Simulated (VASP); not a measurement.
Here is a VASP 6.6.1 calculation.

INCAR

```
SYSTEM = Ba3C2
ALGO     = Normal         ! electronic algorithm
EDIFF    = 1E-6           ! SCF threshold, eV
EDIFFG   = -0.04          ! ionic threshold
ENCUT    = 600            ! plane-wave cutoff, eV
GGA      = PE             ! functional
IBRION   = 2              ! ionic algorithm
ISIF     = 3              ! what is computed and relaxed
ISMEAR   = 0              ! smearing method
LASPH    = .True.         ! aspherical terms in the spheres
LCHARG   = .False.        ! write CHGCAR
LREAL    = .False.        ! projectors in reciprocal space
LWAVE    = .False.        ! write WAVECAR
NELM     = 60             ! most SCF steps
NSW      = 90             ! ionic steps
PREC     = Accurate       ! precision mode
SIGMA    = 0.1            ! smearing width, eV
```

File KPOINTS:

```
k-points
0
Gamma
  4 4 4
  0 0 0
```

The input POSCAR:

```
Ba3C2
1.0
    7.4363971326      0.0000000000      0.0000000000
    0.0000000000      7.4363971326      0.0000000000
    0.0000000000      0.0000000000      5.2318796832
Ba C
6 4
Direct
    0.0000000000      0.0000000000      0.0000000000
    0.5000000000      0.5000000000      0.0000000000
    0.1585148686      0.6585148686      0.5000000000
    0.3414851314      0.1585148686      0.5000000000
    0.8414851314      0.3414851314      0.5000000000
    0.6585148686      0.8414851314      0.5000000000
    0.4378850646      0.9378850646      0.0000000000
    0.0621149354      0.4378850646      0.0000000000
    0.5621149354      0.0621149354      0.0000000000
    0.9378850646      0.5621149354      0.0000000000
```

Potentials or basis: VASP PAW PBE potentials, release 64 (Ba_sv, C).

Run with:

```sh
$ cat potpaw_PBE.64/Ba_sv/POTCAR potpaw_PBE.64/C/POTCAR > POTCAR
$ mpirun -np 1 vasp_std > vasp.out
```

(1) What does it give for the relaxed cell?

(2) Estimate the space group after relaxing (to 0.1 Å).

(3) Estimate the relaxed volume.

(4) Estimate the band gap on the k mesh.

## Answers

(1) a = 7.409 Å, b = 7.409 Å, c = 5.433 Å, α = 90.00°, β = 90.00°, γ = 90.00°.

(2) P4/mbm (No. 127).

(3) 29.83 Å³/atom.

(4) zero (bands 38 and 39 overlap by 0.50 eV).

Caveat: spin-orbit coupling is left out, which moves the levels of the heavy elements.
